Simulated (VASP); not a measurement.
Ti:

```
Ti
1.0
     1.76930    1.02151    3.28095
    -1.76930    1.02151    3.28095
     0.00000   -2.04301    3.28095
Ti
2
Direct
  0.22754 0.22754 0.22754
  0.77246 0.77246 0.77246
```

```yaml
Program: VASP 6.6.1
Task: relaxation of cell and atoms
Functional: PBEsol
Potentials_or_basis: VASP PAW PBE potentials, release 64 (Ti_sv)
Cutoff: 600 eV
k_mesh: 6 × 6 × 6
Occupations: gaussian, width 0.1 eV
Spin: no spin polarisation
```

At the start: pressure -1.4 GPa; volume 17.79 Å³/atom.

How do energy, volume and symmetry change on relaxing?

Over 26 steps the energy falls by 1120.9 meV/atom and the volume is 16.62 Å³/atom (-6.6 %); space group R-3m (No. 166, to 0.1 Å) before, Fm-3m (No. 225, to 0.1 Å).

Step by step:
| step | energy change (eV) | largest force (eV/Å) | pressure (GPa) | volume (Å³) |
| --- | --- | --- | --- | --- |
| 1 | 0.0000 | 3.1909 | -1.38 | 35.58 |
| 2 | -0.7378 | 1.3403 | -0.24 | 34.79 |
| 3 | -0.8189 | 0.1155 | 0.82 | 34.48 |
| 4 | -0.9683 | 0.5795 | -1.28 | 34.79 |
| 5 | -1.3261 | 2.3012 | -2.40 | 35.06 |
| 6 | -0.6024 | 5.7732 | 25.49 | 33.00 |
| 7 | -1.2045 | 3.8684 | 3.67 | 34.76 |
| 8 | -1.2312 | 3.8678 | 3.75 | 34.84 |
| 9 | -1.3103 | 3.8572 | 3.96 | 35.05 |
| 10 | -1.4434 | 3.6683 | 4.33 | 35.40 |
| 11 | -1.5167 | 3.0506 | 6.04 | 35.77 |
| 12 | -1.5847 | 2.8466 | 4.44 | 35.95 |
| 13 | -1.7510 | 2.2893 | 0.13 | 36.50 |
| 14 | -1.9355 | 1.3144 | -6.79 | 37.57 |
| 15 | -1.8541 | 0.0396 | -14.24 | 39.66 |
| 16 | -1.9602 | 0.7397 | -10.46 | 38.36 |
| 17 | -2.0747 | 0.5229 | -8.71 | 37.02 |
| 18 | -2.2099 | 0.1518 | -2.58 | 34.17 |
| 19 | -2.2184 | 0.0602 | 0.20 | 33.26 |
| 20 | -2.2185 | 0.0718 | -0.11 | 33.36 |
| 21 | -2.2284 | 0.0673 | -0.12 | 33.37 |
| 22 | -2.2413 | 0.0581 | -0.14 | 33.39 |
| 23 | -2.2413 | 0.0571 | -0.14 | 33.39 |
| 24 | -2.2415 | 0.0498 | 0.00 | 33.34 |
| 25 | -2.2417 | 0.0292 | 0.40 | 33.22 |
| 26 | -2.2418 | 0.0221 | 0.33 | 33.25 |

Final structure:
```yaml
crystal:
  lattice:
    - [1.43417, 0.82802, 4.66605]
    - [-1.43417, 0.82802, 4.66605]
    - [0.00000, -1.65603, 4.66605]
  atoms:
    - { symbol: Ti, position: [0.25032, 0.25032, 0.25032] }
    - { symbol: Ti, position: [0.74968, 0.74968, 0.74968] }
```

Caveat: a cell axis changed by over 15 % at a fixed basis, so the end point is rough; the PAW data sets were made with another functional, which shifts forces and pressure a little.
